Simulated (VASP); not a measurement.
Set up this calculation in VASP 6.6.1, as the native input.

- Task: single point
- Functional: PBE
- Potentials or basis: VASP PAW PBE potentials, release 64 (Ga_d, H)
- Cutoff: 520 eV
- k mesh: 8 × 8 × 8
- Occupations: gaussian, width 0.1 eV
- Spin: no spin polarisation
- Dipole correction: no
- Further INCAR settings: ALGO = Normal; EDIFF = 1e-07; NBANDS = 36

The structure of Ga2H lies in POSCAR:

```
Ga2H
1.0
    4.4893571155      0.0000000000      0.0000000000
    0.0000000000      4.4893571155      0.0000000000
    0.0000000000      0.0000000000      4.4893571155
Ga H
4 2
Direct
    0.2500000000      0.2500000000      0.2500000000
    0.7500000000      0.7500000000      0.2500000000
    0.7500000000      0.2500000000      0.7500000000
    0.2500000000      0.7500000000      0.7500000000
    0.0000000000      0.0000000000      0.0000000000
    0.5000000000      0.5000000000      0.5000000000
```

The input as run:

INCAR

```
PREC = Accurate ; ENCUT = 520
EDIFF = 1E-7 ; ISMEAR = 0
SIGMA = 0.1 ; LREAL = False
LASPH = True ; NELM = 100
ALGO = Normal ; ISIF = 2
LWAVE = False ; LCHARG = True
GGA = PE ; LELF = True
LVHAR = True ; NBANDS = 36
```

KPOINTS

```
regular mesh
0
Gamma
  8 8 8
```

Potentials or basis: VASP PAW PBE potentials, release 64 (Ga_d, H).

Launch:

```sh
$ cat potpaw_PBE.64/Ga_d/POTCAR potpaw_PBE.64/H/POTCAR > POTCAR
$ mpirun -np 1 vasp_std > vasp.out
```

It gave:

```yaml
Pressure: 0.0 GPa
Band_gap_on_the_k_mesh: zero (band 27 reaches 5.44 eV, above the bottom of band 28 at 1.01 eV)
```

Run time: 71 s on 1 thread of Intel(R) Xeon(R) Platinum 8375C CPU @ 2.90GHz (Ice Lake) (shared host), peak memory 0.24 GiB.
